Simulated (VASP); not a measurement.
Set up this calculation in VASP 6.6.1, as the native input.

| Quantity | Value |
| --- | --- |
| Task | single point |
| Functional | LDA |
| Potentials or basis | VASP PAW LDA potentials, release 64 (B) |
| Cutoff | 520 eV |
| k mesh | 18 × 18 × 18 |
| Occupations | fermi-dirac, width 0.1 eV |
| Spin | no spin polarisation |
| Dipole correction | no |
| Further INCAR settings | ALGO = Normal; EDIFF = 1e-07; NBANDS = 8 |

The structure of B lies in POSCAR:

```
B
1.0
    0.0000000000      1.4175125177      1.4175125177
    1.4175125177      0.0000000000      1.4175125177
    1.4175125177      1.4175125177      0.0000000000
B
1
Direct
    0.0000000000      0.0000000000      0.0000000000
```

These files were run (other wordings do the same):

INCAR

```
SYSTEM = B
PREC = Accurate
ENCUT = 520
EDIFF = 1E-7
ISMEAR = -1
SIGMA = 0.1
LREAL = .False.
LASPH = .True.
NELM = 60
ALGO = Normal
ISIF = 2
LWAVE = .False.
LCHARG = .True.
LELF = .True.
LVHAR = .True.
NBANDS = 8
```

KPOINTS

```
regular mesh
0
Gamma
  18 18 18
  0 0 0
```

Potentials or basis: VASP PAW LDA potentials, release 64 (B).

Run with:

```sh
$ cat potpaw_LDA.64/B/POTCAR > POTCAR
$ mpirun -np 1 vasp_std > vasp.out
```

Results of the run:

- Pressure: 0.4 GPa

It took 2.2 s on 1 thread of Intel(R) Xeon(R) 6975P-C (Granite Rapids), with other jobs on the host, peak memory 0.1 GiB.
